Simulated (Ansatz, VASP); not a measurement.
Two plane-wave programs on Ag

```
Ag
1.0
     2.89277    0.00000    0.00000
    -1.44638    2.50521    0.00000
     0.00000    0.00000    9.27661
Ag
4
Direct
  0.33333 0.66667 0.25000
  0.66667 0.33333 0.75000
  0.00000 0.00000 0.00000
  0.00000 0.00000 0.50000
```

Change from the starting cell: strain -0.015 along x and y, -0.030 along z, atoms carried along.

Alike in both runs: task single point; functional PBE; k mesh 18 × 18 × 6; occupations gaussian, width 0.15 eV; no spin polarisation.

```csv
,VASP,Ansatz
version,VASP 6.6.1,Ansatz 0.2.0
potentials or method,"VASP PAW PBE potentials, release 64 (Ag), cutoff 520 eV","scalar-relativistic, plane waves, PAW"
valence electrons in the cell,44,76
```

|  | VASP | Ansatz | Ansatz less VASP |
| --- | --- | --- | --- |
| gap on the k mesh at the Fermi level (eV) | none | none | - |
| pressure (GPa) | 6.4 | 6.6 | +0.21 |
| traceless stress, the component that is largest in VASP (GPa) | 1.41 | 1.43 | +0.018 |

A gap of «none» marks a metal or a gap that the smearing closes. VASP's potentials hold 44 valence electrons a cell and Ansatz's 76, so a difference there can come from the potentials and not from the codes.
